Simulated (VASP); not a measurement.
# AlRu (R-3m) in VASP: single point with PBEsol

Aim: the single point of AlRu with PBEsol.

Everything below comes from runs of VASP 6.6.1. Logs are shortened: lines on timing, memory, paths and dates and some standing lists are left out, and cuts for length are marked.

**1. The cell of the first run**

Symmetry: R-3m, No. 166, trigonal system. Conventional cell: a = 4.491 Å, b = 4.491 Å, c = 4.879 Å, α = 90.00°, β = 90.00°, γ = 120.00°. Al (site symmetry -3m) has 8 Ru at 2.44 to 2.72 Å and 6 Al at 3.06 Å within 3.2 Å. Ru (site symmetry -3m) has 8 Al at 2.44 to 2.72 Å and 6 Ru at 3.06 Å within 3.2 Å.

**2. Single point, PBEsol (strained)**

Contents of INCAR:

```
  PREC = Accurate
  ENCUT = 520
  EDIFF = 1E-7
  ISMEAR = 0
  SIGMA = 0.1
  LREAL = False
  LASPH = True
  NELM = 60
  ALGO = Normal
  ISIF = 2
  LWAVE = False
  LCHARG = False
  GGA = PS
  NBANDS = 16
```

Contents of KPOINTS:

```
Automatic mesh
0
Gamma
  12 12 12
```

Contents of POSCAR:

```
AlRu
1.0
    3.0562783920      0.1196640000     -0.1196640000
    0.1196640000      3.0562783920      0.1196640000
   -0.1196640000      0.1196640000      3.0562783920
Al Ru
1 1
Direct
    0.0000000000      0.0000000000      0.0000000000
    0.5000000000      0.5000000000      0.5000000000
```

Potentials or basis: VASP PAW PBE potentials, release 64 (Al, Ru_pv).

On the command line:

```bash
$ cat potpaw_PBE.64/Al/POTCAR potpaw_PBE.64/Ru_pv/POTCAR > POTCAR
$ mpirun -np 1 vasp_std > vasp.out
```

OUTCAR:

```text
PREC = Accurate
   ENCUT = 520
   EDIFF = 1E-7
   ISMEAR = 0
   LREAL = False
   LASPH = True
   NELM = 60
   ISIF = 2
   GGA = PS

 ion  position               nearest neighbor table
   1  0.000  0.000  0.000-   2 2.44   2 2.44   2 2.72   2 2.72   2 2.72   2 2.72   2 2.72   2 2.72

   2  0.500  0.500  0.500-   1 2.44   1 2.44   1 2.72   1 2.72   1 2.72   1 2.72   1 2.72   1 2.72

  LATTYP: Found a trigonal (rhomboedric) cell.
 ALAT       =     3.0609600708
 COS(alpha) =    -0.0765393368

  Lattice vectors:

 A1 = (  -0.1196640000,  -3.0562783920,  -0.1196640000)
 A2 = (   3.0562783920,   0.1196640000,  -0.1196640000)
 A3 = (  -0.1196640000,   0.1196640000,   3.0562783920)

Analysis of symmetry for initial positions (statically):
=====================================================================
 Subroutine PRICEL returns:
 Original cell was already a primitive cell.

 Routine SETGRP: Setting up the symmetry group for a
 trigonal (rhombohedral) supercell.

 Subroutine GETGRP returns: Found 12 space group operations
 (whereof 12 operations were pure point group operations)
 out of a pool of 12 trial point group operations.

The static configuration has the point symmetry D_3d.

Analysis of symmetry for dynamics (positions and initial velocities):
=====================================================================
 Subroutine PRICEL returns:
 Original cell was already a primitive cell.

 Routine SETGRP: Setting up the symmetry group for a
 trigonal (rhombohedral) supercell.

 Subroutine GETGRP returns: Found 12 space group operations
 (whereof 12 operations were pure point group operations)
 out of a pool of 12 trial point group operations.

The dynamic configuration has the point symmetry D_3d.

 Subroutine INISYM returns: Found 12 space group operations
 (whereof 12 operations are pure point group operations),
 and found     1 'primitive' translations

----------------------------------------------------------------------------------------

                                     Primitive cell

  volume of cell :      28.4135

  direct lattice vectors                    reciprocal lattice vectors
     3.056278392  0.119664000 -0.119664000     0.328242724 -0.013375552  0.013375552
     0.119664000  3.056278392  0.119664000    -0.013375552  0.328242724 -0.013375552
    -0.119664000  0.119664000  3.056278392     0.013375552 -0.013375552  0.328242724

  length of vectors
     3.060960071  3.060960071  3.060960071     0.328787312  0.328787312  0.328787312

  position of ions in fractional coordinates (direct lattice)
     0.000000000  0.000000000  0.000000000
     0.500000000  0.500000000  0.500000000

  ion indices of the primitive-cell ions
   primitive index   ion index
                 1           1
                 2           2

----------------------------------------------------------------------------------------

 KPOINTS: Automatic mesh

Automatic generation of k-mesh.
 Grid dimensions read from file:
 generate k-points for:   12   12   12

 Generating k-lattice:

  Cartesian coordinates                     Fractional coordinates (reciprocal lattice)
     0.027353560 -0.001114629  0.001114629     0.083333333  0.000000000  0.000000000
    -0.001114629  0.027353560 -0.001114629     0.000000000  0.083333333  0.000000000
     0.001114629 -0.001114629  0.027353560     0.000000000  0.000000000  0.083333333

  Length of vectors
     0.027398943  0.027398943  0.027398943

  Shift w.r.t. Gamma in fractional coordinates (k-lattice)
     0.000000000  0.000000000  0.000000000

 Subroutine IBZKPT returns following result:
 ===========================================

 Found    189 irreducible k-points:

 Following reciprocal coordinates:
            Coordinates               Weight
  0.000000  0.000000  0.000000      1.000000
  0.083333 -0.000000  0.000000      6.000000
  0.166667  0.000000 -0.000000      6.000000
  0.250000  0.000000 -0.000000      6.000000
  0.333333  0.000000  0.000000      6.000000
  0.416667  0.000000 -0.000000      6.000000
[... 16 lines left out ...]
  0.500000  0.166667  0.000000     12.000000
 -0.416667  0.166667  0.000000     12.000000
 [... further k-points ...]
   k-points           NKPTS =    189   k-points in BZ     NKDIM =    189   number of bands    NBANDS=     16
   number of dos      NEDOS =    301   number of ions     NIONS =      2
   total plane-waves  NPLWV =  13824
   dimension x,y,z NGX =    24 NGY =   24 NGZ =   24
   dimension x,y,z NGXF=    48 NGYF=   48 NGZF=   48
   ions per type =               1   1
   NGX,Y,Z   is equivalent  to a cutoff of  13.03, 13.03, 13.03 a.u.
   NGXF,Y,Z  is equivalent  to a cutoff of  26.07, 26.07, 26.07 a.u.
 SYSTEM =  unknown system
   PREC   = accura    normal or accurate (medium, high low for compatibility)
   ISTART =      0    job   : 0-new  1-cont  2-samecut
   ICHARG =      2    charge: 1-file 2-atom 10-const
   ISPIN  =      1    spin polarized calculation?
   LNONCOLLINEAR =      F non collinear calculations
   LSORBIT =      F    spin-orbit coupling
   LASPH  =      T    aspherical Exc in radial PAW
   ENCUT  =  520.0 eV  38.22 Ry    6.18 a.u.   5.69  5.69  5.69*2*pi/ulx,y,z
   NELM   =     60;   NELMIN=  2; NELMDL= -5     # of ELM steps
   EDIFF  = 0.1E-06   stopping-criterion for ELM
   LREAL  =      F    real-space projection
   EDIFFG = 0.1E-05   stopping-criterion for IOM
   NSW    =      0    number of steps for IOM
   IBRION =     -1    ionic relax: 0-MD 1-quasi-New 2-CG
   NFREE  =      0    steps in history (QN), initial steepest desc. (CG)
   ISIF   =      2    stress and relaxation
   ISYM   =      2    0-nonsym 1-usesym 2-fastsym
   POTIM  = 0.5000    time-step for ionic-motion
   TEBEG  =    0.0;   TEEND  =   0.0 temperature during run
   PSTRESS=    0.0 pullay stress
   NELECT =      17.0000    total number of electrons
   NUPDOWN=      -1.0000    fix difference up-down
   EMIN   =  10.00;   EMAX   =-10.00  energy-range for DOS
   EFERMI =   0.00;   METHOD = LEGACY
   ISMEAR =     0;   SIGMA  =   0.10  broadening in eV -4-tet -1-fermi 0-gaus
   EFERMI_NEDOS =   21; number of points for ismear=-14 and -15
   IALGO  =     38    algorithm
   IMIX   =      4    mixing-type and parameters
     AMIX     =   0.40;   BMIX     =  1.00
     AMIX_MAG =   1.60;   BMIX_MAG =  1.00
  volume/ion in A,a.u.               =      14.21        95.87
  Fermi-wavevector in a.u.,A,eV,Ry     =   1.379483  2.606845 25.891521  1.902973
  Thomas-Fermi vector in A             =   2.504448
   LORBIT       =      0    0 simple, 1 ext, 2 COOP (PROOUT), +10 PAW based schemes
   GGA     = PS    functional components
   LHFCALC =     F    Hartree Fock is set to
   AEXX    =    0.0000 exact exchange contribution
   IVDW    =     0    specifies the selected vdW correction
   LEPSILON=     F    determine dielectric tensor
   LRPA    =     F    only Hartree local field effects (RPA)
 non-spin polarized calculation
 Gauss-broadening in eV      SIGMA  =   0.10
  energy-cutoff  :      520.00
  volume of cell :       28.41
 maximum number of plane-waves:       780
   NGX = 11   NGY = 11   NGZ = 11

 number of electron      17.0000005 magnetization

 Free energy of the ion-electron system (eV)
  ---------------------------------------------------
  ext. energy  EPLUGINS =         0.00000000
  ---------------------------------------------------
  free energy    TOTEN  =       -15.21964974 eV

  energy without entropy =      -15.21141623  energy(sigma->0) =      -15.21553298

 E-fermi :   9.7525     XC(G=0): -12.3739

 val. band max:        9.7502840138   @ k =   0.4167   0.5000   0.1667
 cond. band min:       9.7526571641   @ k =   0.4167   0.3333   0.1667
 fundamental gap:      0.0023731502
 Fermi energy:         9.7524663521

 k-point     1 :       0.0000    0.0000    0.0000
  band No.  band energies     occupation
      1     -31.9586      2.00000
      2     -31.9016      2.00000
      3     -31.9016      2.00000
      4       0.4521      2.00000
      5       6.5286      2.00000
      6       6.5286      2.00000
[... 8 lines left out ...]
     15      21.8252      0.00000
     16      23.8769      0.00000

 k-point     2 :       0.0833   -0.0000    0.0000
  band No.  band energies     occupation
      1     -31.9618      2.00000
      2     -31.9085      2.00000
      3     -31.9007      2.00000
      4       0.5801      2.00000
      5       6.5628      2.00000
      6       6.5698      2.00000
[... 8 lines left out ...]
     15      21.8266      0.00000
     16      24.2798      0.00000

 k-point     3 :       0.1667    0.0000   -0.0000
  band No.  band energies     occupation
      1     -31.9773      2.00000
      2     -31.9208      2.00000
      3     -31.8983      2.00000
      4       0.9569      2.00000
      5       6.6138      2.00000
      6       6.6845      2.00000
[... 8 lines left out ...]
     15      21.8414      0.00000
     16      25.4173      0.00000

 k-point     4 :       0.2500    0.0000   -0.0000
  band No.  band energies     occupation
      1     -32.0100      2.00000
      2     -31.9260      2.00000
      3     -31.8951      2.00000
      4       1.5620      2.00000
      5       6.5267      2.00000
      6       6.8454      2.00000
[... 8 lines left out ...]
     15      22.2252      0.00000
     16      25.1311      0.00000
[... 324 lines left out ...]
 k-point    22 :       0.4167    0.1667    0.0000
  band No.  band energies     occupation
      1     -32.0703      2.00000
      2     -31.9518      2.00000
      3     -31.8982      2.00000
      4       3.4458      2.00000
      5       5.5892      2.00000
      6       7.4138      2.00000
[... 8 lines left out ...]
     15      21.8299      0.00000
     16      22.8912      0.00000

 k-point    23 :       0.5000    0.1667    0.0000
  band No.  band energies     occupation
      1     -32.0813      2.00000
      2     -31.9514      2.00000
      3     -31.8974      2.00000
      4       4.3264      2.00000
      5       4.8099      2.00000
      6       7.4021      2.00000
[... 8 lines left out ...]
     15      21.8298      0.00000
     16      22.0936      0.00000

 k-point    24 :      -0.4167    0.1667    0.0000
  band No.  band energies     occupation
      1     -32.0716      2.00000
      2     -31.9523      2.00000
      3     -31.8983      2.00000
      4       3.7980      2.00000
      5       5.3699      2.00000
      6       7.2735      2.00000
[... 8 lines left out ...]
     15      21.8305      0.00000
     16      22.8508      0.00000

 [... further k-points ...]

------------------------ aborting loop because EDIFF is reached ----------------------------------------

  FORCE on cell =-STRESS in cart. coord.  units (eV):
  Direction    XX          YY          ZZ          XY          YZ          ZX
  --------------------------------------------------------------------------------------
  -------------------------------------------------------------------------------------
  Total       -1.9573008     -1.9573008     -1.9573008     -1.9455591     -1.9455591      1.9455591
  in kB     -110.3681417   -110.3681417   -110.3681417   -109.7060478   -109.7060478    109.7060478
  external PRESSURE =    -110.3681417 kB  Pullay stress =       0.0000000 kB

 VOLUME and BASIS-vectors are now :
 -----------------------------------------------------------------------------
  energy-cutoff  :      520.00
  volume of cell :       28.41
      direct lattice vectors                 reciprocal lattice vectors
     3.056278392  0.119664000 -0.119664000     0.328242724 -0.013375552  0.013375552
     0.119664000  3.056278392  0.119664000    -0.013375552  0.328242724 -0.013375552
    -0.119664000  0.119664000  3.056278392     0.013375552 -0.013375552  0.328242724

 POSITION                                       TOTAL-FORCE (eV/Angst)
 -----------------------------------------------------------------------------------
      0.00000      0.00000      0.00000         0.000000     -0.000000      0.000000
      1.52814      1.64780      1.52814        -0.000000      0.000000     -0.000000
 -----------------------------------------------------------------------------------
    total drift:                                0.000000     -0.000000     -0.000000

  FREE ENERGIE OF THE ION-ELECTRON SYSTEM (eV)
  ---------------------------------------------------
  free  energy   TOTEN  =       -15.2196497415 eV

  energy  without entropy=      -15.2114162255  energy(sigma->0) =      -15.21553298
```

It took 30 s on 1 thread of AMD EPYC 9R45 (Zen 5), shared host; peak memory 0.17 GiB.

What came out:

- Free energy: -15.2196 eV
- Pressure: -11.0 GPa
- Band gap on the k mesh: zero (an odd number of electrons rules out a gap without spin polarisation)

Caveat: the cell differs from its parent crystal (strained); the cell stands under tension; the PAW data sets were made with another functional, which shifts forces and pressure a little.
